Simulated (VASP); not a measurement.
A run of VASP 6.6.1 is set up as follows.

Contents of INCAR:

```
PREC     = Accurate       # precision mode
ENCUT    = 520            # plane-wave cutoff, eV
EDIFF    = 1E-6           # SCF threshold, eV
ISMEAR   = -1             # smearing method
SIGMA    = 0.1            # smearing width, eV
LREAL    = F              # projectors in reciprocal space
LASPH    = T              # aspherical terms in the spheres
NELM     = 150            # most SCF steps
ALGO     = Normal         # electronic algorithm
ISIF     = 2              # what is computed and relaxed
LWAVE    = F              # write WAVECAR
LCHARG   = F              # write CHGCAR
ISPIN    = 2              # spin polarisation
MAGMOM   = 2 2            # initial moments
LORBIT   = 11             # projections on sites
LMAXMIX  = 4              # l up to which the mixer works
GGA      = CA             # functional
NBANDS   = 21             # bands
```

The input KPOINTS:

```
Automatic mesh
0
Gamma
  12 12 6
```

POSCAR

```
Ni
1.0
    0.0000000000      1.7758000000      1.7758000000
    1.7758000000      0.0000000000      1.7758000000
    3.5516000000      3.5516000000      0.0000000000
Ni
2
Direct
    0.0000000000      0.0000000000      0.0000000000
    0.0000000000      0.0000000000      0.5000000000
```

Potentials or basis: VASP PAW LDA potentials, release 64 (Ni).

Launch:

```console
$ cat potpaw_LDA.64/Ni/POTCAR > POTCAR
$ mpirun -np 1 vasp_std > vasp.out
```

Estimate the pressure.

-20.9 GPa.

What does it give for the site moments?

Ni +0.58 μB.

Predict the net moment.

1.15 μB per cell.

Caveat: the cell stands under tension.
